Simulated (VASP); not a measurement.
Here is a VASP 6.6.1 calculation.

File INCAR:

```
ALGO = Fast ; EDIFF = 1E-6
ENCUT = 520 ; GGA = PS
ISIF = 2 ; ISMEAR = 0
LASPH = T ; LCHARG = F
LREAL = F ; LWAVE = F
NBANDS = 18 ; NELM = 80
PREC = Accurate ; SIGMA = 0.15
```

File KPOINTS:

```
k-points
0
Gamma
  16 16 12
```

The input POSCAR:

```
Au
1.0
    0.0000000000     -2.0455000000     -2.0455000000
    0.0000000000      2.0455000000     -2.0455000000
    4.0910000000      0.0000000000      0.0000000000
Au
2
Direct
    0.5000000000      0.5000000000      0.5183329259
    0.0000000000      0.0000000000     -0.0183329259
```

Potentials or basis: VASP PAW PBE potentials, release 64 (Au).

The run is started by

```bash
$ cat potpaw_PBE.64/Au/POTCAR > POTCAR
$ mpirun -np 1 vasp_std > vasp.out
```

Q: Estimate the largest force.

A: 1.187 eV/Å.

Q: What does it give for the pressure?

A: 0.9 GPa.

Q: What does it give for the band gap on the k mesh?

A: Zero (bands 11 and 12 overlap by 7.07 eV).

Forces in eV/Å, atoms in the order of the input:
```
Au  -1.187  0.000  0.000
Au   1.187  0.000  0.000
```

Caveat: the cell differs from its parent crystal (atoms displaced along a vibrational mode); the PAW data sets were made with another functional, which shifts forces and pressure a little; spin-orbit coupling is left out, which moves the levels of the heavy elements.
